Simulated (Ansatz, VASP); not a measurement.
# BaTe in VASP and in Ansatz

Contents of INCAR:

```
PREC = Accurate ; ENCUT = 520
EDIFF = 1E-8 ; ISMEAR = -1
SIGMA = 0.08 ; LREAL = False
LASPH = True ; NELM = 80
ALGO = Normal ; ISIF = 2
LWAVE = False ; LCHARG = False
GGA = PE ; LEFG = True
NBANDS = 24
```

File KPOINTS:

```
regular mesh
0
Gamma
  8 8 5
```

Contents of POSCAR:

```
BaTe
1.0
    5.9794057674      0.0000000000      0.0000000000
   -2.9897028837      5.1783172940      0.0000000000
    0.0000000000      0.0000000000      7.0000356465
Ba Te
2 2
Direct
    0.3333333333      0.6666666667     -0.0619137239
    0.6666666667      0.3333333333      0.4380862761
    0.3333333333      0.6666666667      0.4379137239
    0.6666666667      0.3333333333      0.9379137239
```

Input for Ansatz:

```yaml
crystal:
  lattice:
    - [5.9794057674, 0.0, 0.0]
    - [-2.9897028837, 5.178317294, 0.0]
    - [0.0, 0.0, 7.0000356465]
  atoms:
    - { symbol: Ba, position: [0.3333333333, 0.6666666667, -0.0619137239] }
    - { symbol: Ba, position: [0.6666666667, 0.3333333333, 0.4380862761] }
    - { symbol: Te, position: [0.3333333333, 0.6666666667, 0.4379137239] }
    - { symbol: Te, position: [0.6666666667, 0.3333333333, 0.9379137239] }
kpoints:
  mp_grid: { grid: [8, 8, 5] }
  band_path:
    path:
      - [0.0, 0.0, 0.0]
      - [0.5, 0.0, 0.0]
      - [0.3333333333, 0.3333333333, 0.0]
      - [0.0, 0.0, 0.0]
      - [0.0, 0.0, 0.5]
      - [0.5, 0.0, 0.5]
      - [0.3333333333, 0.3333333333, 0.5]
      - [0.0, 0.0, 0.5]
      - [0.5, 0.0, 0.5]
    npoints: 8
scf:
  occupations: { method: fermi_dirac, width: 0.08 }
hamiltonian:
  xc: pbe
  pseudopotentials: { kind: all_electron, datasets: crystal }
output:
  forces: true
  stress: true
  eigenvalues: true
  efg: { contact_densities: true }
```

Alike in both runs: task electric field gradients; functional PBE; k mesh 8 × 8 × 5; occupations fermi-dirac, width 0.08 eV; no spin polarisation.

|  | VASP | Ansatz |
| --- | --- | --- |
| version | VASP 6.6.1 | Ansatz 0.2.0 |
| potentials or method | VASP PAW PBE potentials, release 64 (Ba_sv, Te), cutoff 520 eV | all-electron PAW with datasets made for the crystal, scalar-relativistic |

Ansatz gave:

```
pressure (GPa)                                                : 0.0
traceless stress, the component that is largest in VASP (GPa) : 0.03
size of Vzz on the site where it differs most (V/Å²)          : 40.0
```

Q: Estimate VASP's values.

A: Pressure (GPa): 0.2; traceless stress, the component that is largest in VASP (GPa): 0.08; size of Vzz on the site where it differs most (V/Å²): 42.2.

Ansatz ran all-electron here, and VASP with PAW potentials.

Spin-orbit coupling is off throughout.
